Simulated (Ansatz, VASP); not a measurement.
# One calculation of Ta2Si, two programs

INCAR

```
SYSTEM = Ta2Si
ALGO = Fast ; EDIFF = 1E-7
EDIFFG = -0.001 ; ENCUT = 600
GGA = PS ; IBRION = 2
ISIF = 3 ; ISMEAR = -1
LASPH = .TRUE. ; LCHARG = .FALSE.
LREAL = .FALSE. ; LWAVE = .FALSE.
NELM = 80 ; NSW = 80
PREC = Accurate ; SIGMA = 0.15
```

Contents of KPOINTS:

```
k-points
0
G
  10 10 10
  0 0 0
```

Contents of POSCAR:

```
Ta2Si
1.0
   -3.0683767199      3.0683767199      2.5198993617
    3.0683767199     -3.0683767199      2.5198993617
    3.0683767199      3.0683767199     -2.5198993617
Ta Si
4 2
Direct
    0.6630661939      0.8369338061      0.5000000000
    0.8369338061      0.3369338061      0.1738676122
    0.3369338061      0.1630661939      0.5000000000
    0.1630661939      0.6630661939      0.8261323878
    0.2500000000      0.2500000000      0.0000000000
    0.7500000000      0.7500000000      0.0000000000
```

Input for Ansatz:

```yaml
crystal:
  lattice:
    - [-3.0683767195, 3.0683767195, 2.519899362]
    - [3.0683767195, -3.0683767195, 2.519899362]
    - [3.0683767195, 3.0683767195, -2.519899362]
  atoms:
    - { symbol: Ta, position: [0.6630661939, 0.8369338061, 0.5] }
    - { symbol: Ta, position: [0.8369338061, 0.3369338061, 0.1738676122] }
    - { symbol: Ta, position: [0.3369338061, 0.1630661939, 0.5] }
    - { symbol: Ta, position: [0.1630661939, 0.6630661939, 0.8261323878] }
    - { symbol: Si, position: [0.25, 0.25, 0.0] }
    - { symbol: Si, position: [0.75, 0.75, 0.0] }
basis:
  ecutwfc: 420
kpoints:
  mp_grid: { grid: [10, 10, 10] }
hamiltonian:
  xc: pbesol
scf:
  occupations: { method: fermi_dirac, width: 0.15 }
output:
  forces: true
  stress: true
  eigenvalues: true
relax:
  adjacent_minimum: "off"
  f_tol: 0.001
  max_steps: 60
  cell: { stress_tol: 0.01 }
```

Alike in both runs: task relaxation of cell and atoms; functional PBEsol; k mesh 10 × 10 × 10; occupations fermi-dirac, width 0.15 eV; no spin polarisation.

|  | VASP | Ansatz |
| --- | --- | --- |
| version | VASP 6.6.1 | Ansatz 0.2.0 |
| potentials or method | VASP PAW PBE potentials, release 64 (Ta_pv, Si), cutoff 600 eV | scalar-relativistic, plane waves, PAW |
| valence electrons in the cell | 52 | 60 |

VASP gave:

```
gap on the k mesh at the Fermi level, each at its own relaxed structure (eV)  : none
relaxed volume (Å³/atom)                                                      : 15.85
relaxed length of the cell vector where the two differ most in proportion (Å) : 5.021
```

Estimate Ansatz's values.

gap on the k mesh at the Fermi level, each at its own relaxed structure (eV): none; relaxed volume (Å³/atom): 15.83; relaxed length of the cell vector where the two differ most in proportion (Å): 5.019.

VASP's potentials were made for PBE, not for PBEsol. A gap of «none» marks a metal or a gap that the smearing closes. VASP's potentials hold 52 valence electrons a cell and Ansatz's 60, so a difference there can come from the potentials and not from the codes.

Spin-orbit coupling is off throughout.
